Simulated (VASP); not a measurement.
Runs of VASP 6.6.1 on HfC (rocksalt type). The structure is that of space group Fm-3m (No. 225), or close to it. The cells are those of the table. 

| level | cell | k mesh | smearing | gap on the mesh (eV) | pressure (GPa) |
| --- | --- | --- | --- | --- | --- |
| PBE | a = 2.774 Å, angles 60.0°, 2 atoms | 15 × 15 × 15 | fermi-dirac 0.08 eV | none | (a) |
| PBE | a = 3.289 Å, angles 60.0°, 2 atoms | 15 × 15 × 15 | fermi-dirac 0.08 eV | none | -0.6 |
| PBE+D3(BJ) | a = 2.774 Å, angles 60.0°, 2 atoms | 19 × 19 × 19 | tetrahedron | none | 318.8 |
| PBE | a = 3.175 Å, angles 60.0°, 2 atoms | 15 × 15 × 15 | fermi-dirac 0.08 eV | none | 30.2 |

Alike in all rows: task single point; potentials or basis VASP PAW PBE potentials, release 64 (Hf_pv, C); no spin polarisation; cutoff (eV) 520.

Question: Fill in the values left out.

Answer: (a) 331.8.

Caveats: spin-orbit coupling is left out, which moves the levels of the heavy elements; three body term missing (some runs); pairwise dispersion overbinds metals, which lowers pressure and volume (some runs); tetrahedron occupations give inexact forces and stress in metals (some runs).

A k mesh can miss the band edges, and the runs leave out spin-orbit coupling on Hf.

A gap of «none» marks levels without a gap at the run's occupations.
